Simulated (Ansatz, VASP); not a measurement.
# Zn in VASP and in Ansatz

Contents of INCAR:

```
SYSTEM = Zn
PREC     = Accurate       ! precision mode
ENCUT    = 520            ! plane-wave cutoff, eV
EDIFF    = 1E-6           ! SCF threshold, eV
ISMEAR   = -1             ! smearing method
SIGMA    = 0.05           ! smearing width, eV
LREAL    = .FALSE.        ! projectors in reciprocal space
LASPH    = .TRUE.         ! aspherical terms in the spheres
NELM     = 80             ! most SCF steps
ALGO     = Fast           ! electronic algorithm
ISIF     = 2              ! what is computed and relaxed
LWAVE    = .FALSE.        ! write WAVECAR
LCHARG   = .FALSE.        ! write CHGCAR
NBANDS   = 25             ! bands
```

KPOINTS

```
regular mesh
0
G
  12 12 4
  0 0 0
```

File POSCAR:

```
Zn
1.0
    2.2375154675     -1.2908025853      0.0000000000
    2.2375154675      1.2908025853      0.0000000000
   -1.5702042224      0.0000000000      7.2017419322
Zn
3
Direct
    0.7780178600      0.7780178600      0.3345049800
    0.2219821400      0.2219821400      0.6654950200
    0.0000000000      0.0000000000      0.0000000000
```

Contents of input.yaml:

```yaml
crystal:
  lattice:
    - [2.2375154675, -1.2908025853, 0.0]
    - [2.2375154675, 1.2908025853, 0.0]
    - [-1.5702042224, 0.0, 7.2017419322]
  atoms:
    - { symbol: Zn, position: [0.77801786, 0.77801786, 0.33450498] }
    - { symbol: Zn, position: [0.22198214, 0.22198214, 0.66549502] }
    - { symbol: Zn, position: [0.0, 0.0, 0.0] }
kpoints:
  mp_grid: { grid: [12, 12, 4] }
scf:
  occupations: { method: fermi_dirac, width: 0.05 }
hamiltonian:
  xc: lda
  pseudopotentials: { kind: all_electron, lapw: { basis_error: 0.002 } }
output:
  forces: true
  stress: true
  eigenvalues: true
```

Change from the starting cell: volume scaled by 0.96.

Alike in both runs: task single point; functional LDA; k mesh 12 × 12 × 4; occupations fermi-dirac, width 0.05 eV; no spin polarisation.

|  | VASP | Ansatz |
| --- | --- | --- |
| version | VASP 6.6.1 | Ansatz 0.2.0 |
| potentials or method | VASP PAW LDA potentials, release 64 (Zn), cutoff 520 eV | all-electron LAPW, scalar-relativistic |

```csv
,VASP,Ansatz,Ansatz less VASP
gap on the k mesh at the Fermi level (eV),none,none,-
pressure (GPa),-1.4,-1.8,-0.40
"traceless stress, the component that is largest in VASP (GPa)",4.12,4.36,+0.241
rms of the force components (eV/Å),0.005,0.005,-0.0005
```

LDA's correlation is that of Perdew and Zunger in VASP and of Perdew and Wang (1992) in Ansatz. Atom by atom the forces differ by 0.001 eV/Å (rms over components). A gap of «none» marks a metal or a gap that the smearing closes. Ansatz ran all-electron here, and VASP with PAW potentials.
